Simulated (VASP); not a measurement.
# KBr (Fm-3m) in VASP: further runs

The runs below take KBr through single point, with PBE, r2SCAN, HSE06.

Everything below comes from runs of VASP 6.6.1. Logs are shortened: lines on timing, memory, paths and dates and some standing lists are left out, and cuts for length are marked.

## (1) The cell of the first run

The structure is cubic, space group Fm-3m (No. 225). The conventional cell has a = 6.604 Å, b = 6.604 Å, c = 6.604 Å, α = 90.00°, β = 90.00°, γ = 90.00°. Within 4.3 Å of K (site symmetry m-3m) lie 6 Br at 3.30 Å. Br (site symmetry m-3m) has 6 K at 3.30 Å within 4.3 Å.

## (2) Single point, PBE

INCAR reads:

```
PREC = Accurate
ENCUT = 520
EDIFF = 1E-7
ISMEAR = 0
SIGMA = 0.01
LREAL = False
LASPH = True
NELM = 60
ALGO = Normal
ISIF = 2
LWAVE = False
LCHARG = True
GGA = PE
LELF = True
LVHAR = True
NBANDS = 15
```

KPOINTS reads:

```
regular mesh
0
Gamma
  6 6 6
```

POSCAR reads:

```
KBr
1.0
    0.0000000000      3.3022478201      3.3022478201
    3.3022478201      0.0000000000      3.3022478201
    3.3022478201      3.3022478201      0.0000000000
K Br
1 1
Direct
    0.0000000000      0.0000000000      0.0000000000
    0.5000000000      0.5000000000      0.5000000000
```

Potentials or basis: VASP PAW PBE potentials, release 64 (K_sv, Br).

Command:

```console
cat potpaw_PBE.64/K_sv/POTCAR potpaw_PBE.64/Br/POTCAR > POTCAR
mpirun -np 1 vasp_std > vasp.out
```

OUTCAR:

```text
PREC = Accurate
   ENCUT = 520
   EDIFF = 1E-7
   ISMEAR = 0
   LREAL = False
   LASPH = True
   NELM = 60
   ISIF = 2
   GGA = PE

 ion  position               nearest neighbor table
   1  0.000  0.000  0.000-   2 3.30   2 3.30   2 3.30   2 3.30   2 3.30   2 3.30
   2  0.500  0.500  0.500-   1 3.30   1 3.30   1 3.30   1 3.30   1 3.30   1 3.30

  LATTYP: Found a face centered cubic cell.
 ALAT       =     6.6044956402

  Lattice vectors:

 A1 = (   0.0000000000,   3.3022478201,   3.3022478201)
 A2 = (   3.3022478201,   0.0000000000,   3.3022478201)
 A3 = (   3.3022478201,   3.3022478201,   0.0000000000)

Analysis of symmetry for initial positions (statically):
=====================================================================
 Subroutine PRICEL returns:
 Original cell was already a primitive cell.

 Routine SETGRP: Setting up the symmetry group for a
 face centered cubic supercell.

 Subroutine GETGRP returns: Found 48 space group operations
 (whereof 48 operations were pure point group operations)
 out of a pool of 48 trial point group operations.

The static configuration has the point symmetry O_h .

Analysis of symmetry for dynamics (positions and initial velocities):
=====================================================================
 Subroutine PRICEL returns:
 Original cell was already a primitive cell.

 Routine SETGRP: Setting up the symmetry group for a
 face centered cubic supercell.

 Subroutine GETGRP returns: Found 48 space group operations
 (whereof 48 operations were pure point group operations)
 out of a pool of 48 trial point group operations.

The dynamic configuration has the point symmetry O_h .

 Subroutine INISYM returns: Found 48 space group operations
 (whereof 48 operations are pure point group operations),
 and found     1 'primitive' translations

----------------------------------------------------------------------------------------

                                     Primitive cell

  volume of cell :      72.0210

  direct lattice vectors                    reciprocal lattice vectors
     0.000000000  3.302247820  3.302247820    -0.151412016  0.151412016  0.151412016
     3.302247820  0.000000000  3.302247820     0.151412016 -0.151412016  0.151412016
     3.302247820  3.302247820  0.000000000     0.151412016  0.151412016 -0.151412016

  length of vectors
     4.670083654  4.670083654  4.670083654     0.262253305  0.262253305  0.262253305

  position of ions in fractional coordinates (direct lattice)
     0.000000000  0.000000000  0.000000000
     0.500000000  0.500000000  0.500000000

  ion indices of the primitive-cell ions
   primitive index   ion index
                 1           1
                 2           2

----------------------------------------------------------------------------------------

 KPOINTS: regular mesh

Automatic generation of k-mesh.
 Grid dimensions read from file:
 generate k-points for:    6    6    6

 Generating k-lattice:

  Cartesian coordinates                     Fractional coordinates (reciprocal lattice)
    -0.025235336  0.025235336  0.025235336     0.166666667  0.000000000  0.000000000
     0.025235336 -0.025235336  0.025235336     0.000000000  0.166666667  0.000000000
     0.025235336  0.025235336 -0.025235336     0.000000000  0.000000000  0.166666667

  Length of vectors
     0.043708884  0.043708884  0.043708884

  Shift w.r.t. Gamma in fractional coordinates (k-lattice)
     0.000000000  0.000000000  0.000000000

 Subroutine IBZKPT returns following result:
 ===========================================

 Found     16 irreducible k-points:

 Following reciprocal coordinates:
            Coordinates               Weight
  0.000000  0.000000  0.000000      1.000000
  0.166667  0.000000  0.000000      8.000000
  0.333333  0.000000  0.000000      8.000000
  0.500000  0.000000  0.000000      4.000000
  0.166667  0.166667  0.000000      6.000000
  0.333333  0.166667  0.000000     24.000000
[... 8 lines left out ...]
 -0.333333  0.333333  0.166667     24.000000
 -0.333333  0.500000  0.166667     12.000000
   k-points           NKPTS =     16   k-points in BZ     NKDIM =     16   number of bands    NBANDS=     15
   number of dos      NEDOS =    301   number of ions     NIONS =      2
   total plane-waves  NPLWV =  46656
   dimension x,y,z NGX =    36 NGY =   36 NGZ =   36
   dimension x,y,z NGXF=    72 NGYF=   72 NGZF=   72
   ions per type =               1   1
   NGX,Y,Z   is equivalent  to a cutoff of  12.82, 12.82, 12.82 a.u.
   NGXF,Y,Z  is equivalent  to a cutoff of  25.63, 25.63, 25.63 a.u.
 SYSTEM =  unknown system
   PREC   = accura    normal or accurate (medium, high low for compatibility)
   ISTART =      0    job   : 0-new  1-cont  2-samecut
   ICHARG =      2    charge: 1-file 2-atom 10-const
   ISPIN  =      1    spin polarized calculation?
   LNONCOLLINEAR =      F non collinear calculations
   LSORBIT =      F    spin-orbit coupling
   LASPH  =      T    aspherical Exc in radial PAW
   ENCUT  =  520.0 eV  38.22 Ry    6.18 a.u.   8.68  8.68  8.68*2*pi/ulx,y,z
   NELM   =     60;   NELMIN=  2; NELMDL= -5     # of ELM steps
   EDIFF  = 0.1E-06   stopping-criterion for ELM
   LREAL  =      F    real-space projection
   EDIFFG = 0.1E-05   stopping-criterion for IOM
   NSW    =      0    number of steps for IOM
   IBRION =     -1    ionic relax: 0-MD 1-quasi-New 2-CG
   NFREE  =      0    steps in history (QN), initial steepest desc. (CG)
   ISIF   =      2    stress and relaxation
   ISYM   =      2    0-nonsym 1-usesym 2-fastsym
   POTIM  = 0.5000    time-step for ionic-motion
   TEBEG  =    0.0;   TEEND  =   0.0 temperature during run
   PSTRESS=    0.0 pullay stress
   NELECT =      16.0000    total number of electrons
   NUPDOWN=      -1.0000    fix difference up-down
   EMIN   =  10.00;   EMAX   =-10.00  energy-range for DOS
   EFERMI =   0.00;   METHOD = LEGACY
   ISMEAR =     0;   SIGMA  =   0.01  broadening in eV -4-tet -1-fermi 0-gaus
   EFERMI_NEDOS =   21; number of points for ismear=-14 and -15
   IALGO  =     38    algorithm
   IMIX   =      4    mixing-type and parameters
     AMIX     =   0.40;   BMIX     =  1.00
     AMIX_MAG =   1.60;   BMIX_MAG =  1.00
  volume/ion in A,a.u.               =      36.01       243.01
  Fermi-wavevector in a.u.,A,eV,Ry     =   0.991506  1.873674 13.375661  0.983083
  Thomas-Fermi vector in A             =   2.123252
   LORBIT       =      0    0 simple, 1 ext, 2 COOP (PROOUT), +10 PAW based schemes
   GGA     = PE    functional components
   LHFCALC =     F    Hartree Fock is set to
   AEXX    =    0.0000 exact exchange contribution
   IVDW    =     0    specifies the selected vdW correction
   LEPSILON=     F    determine dielectric tensor
   LRPA    =     F    only Hartree local field effects (RPA)
 non-spin polarized calculation
 Gauss-broadening in eV      SIGMA  =   0.01
  energy-cutoff  :      520.00
  volume of cell :       72.02
 maximum number of plane-waves:      1964
   NGX = 17   NGY = 17   NGZ = 17

 number of electron      15.9999997 magnetization

 Free energy of the ion-electron system (eV)
  ---------------------------------------------------
  ext. energy  EPLUGINS =         0.00000000
  ---------------------------------------------------
  free energy    TOTEN  =        -6.21576934 eV

  energy without entropy =       -6.21576934  energy(sigma->0) =       -6.21576934

 E-fermi :  -1.6376     XC(G=0):  -7.3624

 val. band max:       -1.7486919759   @ k =   0.0000   0.0000   0.0000
 cond. band min:       2.6797225451   @ k =   0.0000   0.0000   0.0000
 fundamental gap:      4.4284145210
 Fermi energy:        -1.6375915443

 k-point     1 :       0.0000    0.0000    0.0000
  band No.  band energies     occupation
      1     -29.5341      2.00000
      2     -14.0384      2.00000
      3     -13.0113      2.00000
      4     -13.0113      2.00000
      5     -13.0113      2.00000
      6      -1.7487      2.00000
      7      -1.7487      2.00000
      8      -1.7487      2.00000
      9       2.6797      0.00000
     10       5.8550      0.00000
     11       5.8550      0.00000
     12       5.8550      0.00000
     13       6.6770      0.00000
     14       6.6770      0.00000
     15       9.8484      0.00000

 k-point     2 :       0.1667    0.0000    0.0000
  band No.  band energies     occupation
      1     -29.5327      2.00000
      2     -14.0896      2.00000
      3     -13.0127      2.00000
      4     -13.0127      2.00000
      5     -12.9427      2.00000
      6      -2.1130      2.00000
      7      -1.8367      2.00000
      8      -1.8367      2.00000
      9       3.3346      0.00000
     10       5.7152      0.00000
     11       6.1788      0.00000
     12       6.1788      0.00000
     13       7.0337      0.00000
     14       7.0337      0.00000
     15      10.7300      0.00000

 k-point     3 :       0.3333    0.0000    0.0000
  band No.  band energies     occupation
      1     -29.5300      2.00000
      2     -14.1771      2.00000
      3     -13.0154      2.00000
      4     -13.0154      2.00000
      5     -12.8196      2.00000
      6      -2.6839      2.00000
      7      -2.0019      2.00000
      8      -2.0019      2.00000
      9       4.4439      0.00000
     10       5.9654      0.00000
     11       7.0449      0.00000
     12       7.0449      0.00000
     13       7.9323      0.00000
     14       7.9323      0.00000
     15       9.7381      0.00000
[... 199 lines left out ...]
 k-point    15 :      -0.3333    0.3333    0.1667
  band No.  band energies     occupation
      1     -29.5273      2.00000
      2     -14.0883      2.00000
      3     -13.0596      2.00000
      4     -13.0466      2.00000
      5     -12.8839      2.00000
      6      -2.5728      2.00000
      7      -2.2750      2.00000
      8      -2.1432      2.00000
      9       5.4558      0.00000
     10       5.8357      0.00000
     11       6.7957      0.00000
     12       7.4049      0.00000
     13       8.5767      0.00000
     14       8.8865      0.00000
     15       9.2790      0.00000

 k-point    16 :      -0.3333    0.5000    0.1667
  band No.  band energies     occupation
      1     -29.5269      2.00000
      2     -14.0155      2.00000
      3     -13.0873      2.00000
      4     -13.0603      2.00000
      5     -12.9462      2.00000
      6      -2.4543      2.00000
      7      -2.2231      2.00000
      8      -2.1958      2.00000
      9       4.8467      0.00000
     10       6.1653      0.00000
     11       6.5421      0.00000
     12       7.4843      0.00000
     13       8.2431      0.00000
     14       9.0372      0.00000
     15       9.5598      0.00000

------------------------ aborting loop because EDIFF is reached ----------------------------------------

  FORCE on cell =-STRESS in cart. coord.  units (eV):
  Direction    XX          YY          ZZ          XY          YZ          ZX
  --------------------------------------------------------------------------------------
  -------------------------------------------------------------------------------------
  Total        0.3232394      0.3232394      0.3232394      0.0000000     -0.0000000      0.0000000
  in kB        7.1907790      7.1907790      7.1907790      0.0000000     -0.0000000      0.0000000
  external PRESSURE =       7.1907790 kB  Pullay stress =       0.0000000 kB

 VOLUME and BASIS-vectors are now :
 -----------------------------------------------------------------------------
  energy-cutoff  :      520.00
  volume of cell :       72.02
      direct lattice vectors                 reciprocal lattice vectors
     0.000000000  3.302247820  3.302247820    -0.151412016  0.151412016  0.151412016
     3.302247820  0.000000000  3.302247820     0.151412016 -0.151412016  0.151412016
     3.302247820  3.302247820  0.000000000     0.151412016  0.151412016 -0.151412016

 POSITION                                       TOTAL-FORCE (eV/Angst)
 -----------------------------------------------------------------------------------
      0.00000      0.00000      0.00000         0.000000     -0.000000      0.000000
      3.30225      3.30225      3.30225        -0.000000      0.000000     -0.000000
 -----------------------------------------------------------------------------------
    total drift:                                0.000000      0.000000      0.000000

  FREE ENERGIE OF THE ION-ELECTRON SYSTEM (eV)
  ---------------------------------------------------
  free  energy   TOTEN  =        -6.2157693416 eV

  energy  without entropy=       -6.2157693416  energy(sigma->0) =       -6.21576934
```

Run time: 25 s. Hardware: 1 thread of AMD EPYC 7R13 (Zen 3), shared host; peak memory 0.18 GiB.

Results:

```yaml
Free_energy: -6.2158 eV
Pressure: 0.7 GPa
Band_gap_on_the_k_mesh: 4.43 eV
```

## (3) Single point, r2SCAN

POSCAR is that of step 2.

INCAR.step1 reads:

```
PREC     = Accurate       # precision mode
ENCUT    = 520            # plane-wave cutoff, eV
ISMEAR   = 0              # smearing method
SIGMA    = 0.01           # smearing width, eV
LREAL    = False          # projectors in reciprocal space
LASPH    = True           # aspherical terms in the spheres
NELM     = 80             # most SCF steps
NBANDS   = 15             # bands
GGA      = PE             # functional
ALGO     = Normal         # electronic algorithm
EDIFF    = 1E-4           # SCF threshold, eV
LWAVE    = True           # write WAVECAR
LCHARG   = False          # write CHGCAR
```

INCAR.step2 reads:

```
PREC     = Accurate       # precision mode
ENCUT    = 520            # plane-wave cutoff, eV
EDIFF    = 1E-6           # SCF threshold, eV
ISMEAR   = 0              # smearing method
SIGMA    = 0.01           # smearing width, eV
LREAL    = False          # projectors in reciprocal space
LASPH    = True           # aspherical terms in the spheres
NELM     = 80             # most SCF steps
ALGO     = Normal         # electronic algorithm
ISIF     = 2              # what is computed and relaxed
LWAVE    = False          # write WAVECAR
LCHARG   = False          # write CHGCAR
METAGGA  = R2SCAN         # meta-GGA
LMIXTAU  = True         
NBANDS   = 15             # bands
ISTART   = 1
```

KPOINTS reads:

```
Automatic mesh
0
Gamma
  6 6 6
```

Potentials or basis: VASP PAW PBE potentials, release 64 (K_sv, Br).

Command:

```console
cat potpaw_PBE.64/K_sv/POTCAR potpaw_PBE.64/Br/POTCAR > POTCAR
cp INCAR.step1 INCAR
mpirun -np 1 vasp_std > vasp.out
cp INCAR.step2 INCAR
mpirun -np 1 vasp_std > vasp.out
```

It took 88 s on 1 thread of AMD EPYC 7R13 (Zen 3), shared host; peak memory 0.19 GiB.

Results (log left out):

```
Free energy            : -23.2487 eV
Pressure               : 0.0 GPa
Band gap on the k mesh : 5.07 eV
```

Levels at points of the mesh, in eV from the valence-band top:
```
           k point  band 4  band 5  band 6  band 7  band 8  band 9  band 10  band 11  band 12  band 13
(0.00, 0.00, 0.00)  -11.59  -11.59    0.00    0.00    0.00    5.07     8.24     8.24     8.24     9.22
(0.50, 0.00, 0.00)  -11.60  -11.35   -1.16   -0.33   -0.33    7.13     8.86    10.53    10.53    10.81
(0.50, 0.50, 0.00)  -11.63  -11.63   -0.82   -0.29   -0.29    6.36     8.02    10.12    10.21    10.56
```

Caveat: the PAW data sets were made with another functional, which shifts forces and pressure a little.

## (4) Single point, HSE06

POSCAR is that of step 3.

INCAR.step1 reads:

```
ALGO     = Normal         # electronic algorithm
EDIFF    = 1E-5           # SCF threshold, eV
ENCUT    = 520            # plane-wave cutoff, eV
GGA      = PE             # functional
ISIF     = 2              # what is computed and relaxed
ISMEAR   = 0              # smearing method
LASPH    = True           # aspherical terms in the spheres
LCHARG   = False          # write CHGCAR
LREAL    = False          # projectors in reciprocal space
LWAVE    = True           # write WAVECAR
NBANDS   = 15             # bands
NELM     = 100            # most SCF steps
PREC     = Accurate       # precision mode
SIGMA    = 0.01           # smearing width, eV
```

INCAR.step2 reads:

```
ALGO     = Normal         # electronic algorithm
EDIFF    = 1E-6           # SCF threshold, eV
ENCUT    = 520            # plane-wave cutoff, eV
GGA      = PE             # functional
HFSCREEN = 0.2079         # screening, 1/A
ISIF     = 2              # what is computed and relaxed
ISMEAR   = 0              # smearing method
ISTART   = 1            
LASPH    = True           # aspherical terms in the spheres
LCHARG   = False          # write CHGCAR
LHFCALC  = True           # exact exchange
LREAL    = False          # projectors in reciprocal space
LWAVE    = False          # write WAVECAR
NBANDS   = 15             # bands
NELM     = 100            # most SCF steps
PREC     = Accurate       # precision mode
PRECFOCK = Normal       
SIGMA    = 0.01           # smearing width, eV
```

KPOINTS reads:

```
k-points
0
Gamma
  4 4 4
```

Command:

```console
cat potpaw_PBE.64/K_sv/POTCAR potpaw_PBE.64/Br/POTCAR > POTCAR
cp INCAR.step1 INCAR
mpirun -np 1 vasp_std > vasp.out
cp INCAR.step2 INCAR
mpirun -np 1 vasp_std > vasp.out
```

Run time: 9.8 min. Hardware: 1 thread of AMD EPYC 7R13 (Zen 3), shared host; peak memory 0.29 GiB.

It converged, with:

* Free energy: -7.1695 eV
* Pressure: 0.5 GPa
* Band gap on the k mesh: 5.59 eV

Levels at points of the mesh, in eV from the valence-band top:
| k point | band 4 | band 5 | band 6 | band 7 | band 8 | band 9 | band 10 | band 11 | band 12 | band 13 |
| --- | --- | --- | --- | --- | --- | --- | --- | --- | --- | --- |
| (0.00, 0.00, 0.00) | -12.09 | -12.09 | 0.00 | 0.00 | 0.00 | 5.59 | 8.97 | 8.97 | 8.97 | 9.92 |
| (0.50, 0.00, 0.00) | -12.10 | -11.84 | -1.23 | -0.34 | -0.34 | 7.74 | 9.58 | 11.37 | 11.37 | 11.38 |
| (0.50, 0.50, 0.00) | -12.13 | -12.13 | -0.86 | -0.31 | -0.31 | 7.07 | 8.48 | 10.77 | 10.97 | 11.30 |

Caveat: the PAW data sets were made with another functional, which shifts forces and pressure a little.

## (5) Overview

```csv
level,k mesh,grid for exact exchange (PRECFOCK),share of exact exchange,screening parameter,gap on the mesh (eV),pressure (GPa)
PBE,6 × 6 × 6,-,-,-,4.43,0.7
r2SCAN,6 × 6 × 6,-,-,-,5.07,0.0
HSE06,4 × 4 × 4,Normal,0.25,0.2079 1/Å,5.59,0.5
```

Alike in all rows: task single point; potentials or basis VASP PAW PBE potentials, release 64 (K_sv, Br); no spin polarisation; cell as given; cutoff (eV) 520; smearing gaussian 0.01 eV.

On the cell as given the gap runs from 4.43 eV (PBE) to 5.59 eV (HSE06); the meshes differ, which moves gaps too. The pressure there spans 0.0 GPa (r2SCAN) to 0.7 GPa (PBE); a positive pressure means that this level wants a larger cell, a negative one a smaller.

Caveats: the PAW data sets were made with another functional, which shifts forces and pressure a little (at least some runs).

Total energies depend on the potentials used, so only differences within one code and one set of settings carry meaning.
